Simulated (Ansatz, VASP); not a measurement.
## Two plane-wave programs on BN

The input INCAR:

```
  PREC = Accurate
  ENCUT = 520
  EDIFF = 1E-6
  ISMEAR = 0
  SIGMA = 0.05
  LREAL = F
  LASPH = T
  NELM = 60
  ALGO = Normal
  ISIF = 2
  LWAVE = F
  LCHARG = F
  GGA = PE
  NBANDS = 26
```

File KPOINTS:

```
Automatic mesh
0
Gamma
  6 6 10
```

Contents of POSCAR:

```
BN
1.0
    4.5554000000      0.0000000000      0.0000000000
    0.0000000000      4.5554000000      0.0000000000
    0.0000000000      0.0000000000      2.8551000000
B N
4 4
Direct
    0.1742811368      0.8257188632      0.5000000000
    0.3257188632      0.3257188632      0.0000000000
    0.6742811368      0.6742811368      0.0000000000
    0.8257188632      0.1742811368      0.5000000000
    0.8126115048      0.8126115048      0.5000000000
    0.3126115048      0.6873884952      0.0000000000
    0.6873884952      0.3126115048      0.0000000000
    0.1873884952      0.1873884952      0.5000000000
```

Input for Ansatz:

```yaml
crystal:
  lattice:
    - [4.5554, 0.0, 0.0]
    - [0.0, 4.5554, 0.0]
    - [0.0, 0.0, 2.8551]
  atoms:
    - { symbol: B, position: [0.1742811368, 0.8257188632, 0.5] }
    - { symbol: B, position: [0.3257188632, 0.3257188632, 0.0] }
    - { symbol: B, position: [0.6742811368, 0.6742811368, 0.0] }
    - { symbol: B, position: [0.8257188632, 0.1742811368, 0.5] }
    - { symbol: "N", position: [0.8126115048, 0.8126115048, 0.5] }
    - { symbol: "N", position: [0.3126115048, 0.6873884952, 0.0] }
    - { symbol: "N", position: [0.6873884952, 0.3126115048, 0.0] }
    - { symbol: "N", position: [0.1873884952, 0.1873884952, 0.5] }
basis:
  ecutwfc: 520.0
kpoints:
  mp_grid: { grid: [6, 6, 10] }
hamiltonian:
  xc: pbe
  pseudopotentials: { kind: paw, azcp: { folder: soft_1 } }
scf:
  occupations: { method: gaussian, width: 0.05 }
output:
  forces: true
  stress: true
  eigenvalues: true
```

Alike in both runs: task single point; functional PBE; k mesh 6 × 6 × 10; occupations gaussian, width 0.05 eV; no spin polarisation.

|  | VASP | Ansatz |
| --- | --- | --- |
| version | VASP 6.6.1 | Ansatz 0.2.0 |
| potentials or method | VASP PAW PBE potentials, release 64 (B, N), cutoff 520 eV | scalar-relativistic, plane waves, PAW |
| valence electrons in the cell | 32 | 32 |

VASP gave:

* gap on the k mesh at the Fermi level (eV): 4.33
* least direct gap on the mesh (eV): 4.33
* rms of the force components (eV/Å): 0.161

Task: What did Ansatz give for the same quantities?

Result: gap on the k mesh at the Fermi level (eV): 4.33; least direct gap on the mesh (eV): 4.33; rms of the force components (eV/Å): 0.169.

Atom by atom the forces differ by 0.008 eV/Å (rms over components).
